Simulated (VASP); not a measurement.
Wanted: the native input for a VASP 6.6.1 run.

| Property | Result |
| --- | --- |
| Task | single point |
| Functional | r2SCAN |
| Potentials or basis | VASP PAW PBE potentials, release 64 (Si, B) |
| Cutoff | 520 eV |
| k mesh | 6 × 6 × 6 |
| Occupations | gaussian, width 0.1 eV |
| Spin | no spin polarisation |
| Dipole correction | no |
| Further INCAR settings | ALGO = Normal; EDIFF = 1e-06; NBANDS = 16 |

The system is Si3B.

```xyz
4
Lattice="3.6837 0.0000 0.0000 0.0000 3.6837 0.0000 0.0000 0.0000 3.6837" Properties=species:S:1:pos:R:3 pbc="T T T"
Si    0.0000    1.8419    1.8419
Si    1.8419    0.0000    1.8419
Si    1.8419    1.8419    0.0000
B     0.0000    0.0000    0.0000
```

These files were run (other wordings do the same):

POSCAR

```
Si3B
1.0
    3.6837081016      0.0000000000      0.0000000000
    0.0000000000      3.6837081016      0.0000000000
    0.0000000000      0.0000000000      3.6837081016
Si B
3 1
Direct
    0.0000000000      0.5000000000      0.5000000000
    0.5000000000      0.0000000000      0.5000000000
    0.5000000000      0.5000000000      0.0000000000
    0.0000000000      0.0000000000      0.0000000000
```

INCAR.step1

```
SYSTEM = Si3B
ALGO = Normal
EDIFF = 1E-4
ENCUT = 520
GGA = PE
ISMEAR = 0
LASPH = .TRUE.
LCHARG = .FALSE.
LREAL = .FALSE.
LWAVE = .TRUE.
NBANDS = 16
NELM = 100
PREC = Accurate
SIGMA = 0.1
```

INCAR.step2

```
SYSTEM = Si3B
ALGO = Normal
EDIFF = 1E-6
ENCUT = 520
ISIF = 2
ISMEAR = 0
ISTART = 1
LASPH = .TRUE.
LCHARG = .TRUE.
LELF = .TRUE.
LMIXTAU = .TRUE.
LREAL = .FALSE.
LVHAR = .TRUE.
LWAVE = .FALSE.
METAGGA = R2SCAN
NBANDS = 16
NELM = 100
PREC = Accurate
SIGMA = 0.1
```

KPOINTS

```
k-points
0
G
  6 6 6
  0 0 0
```

Potentials or basis: VASP PAW PBE potentials, release 64 (Si, B).

Run with:

```sh
$ cat potpaw_PBE.64/Si/POTCAR potpaw_PBE.64/B/POTCAR > POTCAR
$ cp INCAR.step1 INCAR
$ mpirun -np 1 vasp_std > vasp.out
$ cp INCAR.step2 INCAR
$ mpirun -np 1 vasp_std > vasp.out
```

Results of the run:

```yaml
Pressure: -6.1 GPa
```

Caveat: the PAW data sets were made with another functional, which shifts forces and pressure a little.

Run time: 110 s on 1 thread of Oxide Virtual Turin-like Processor, on a shared host, peak memory 0.13 GiB.
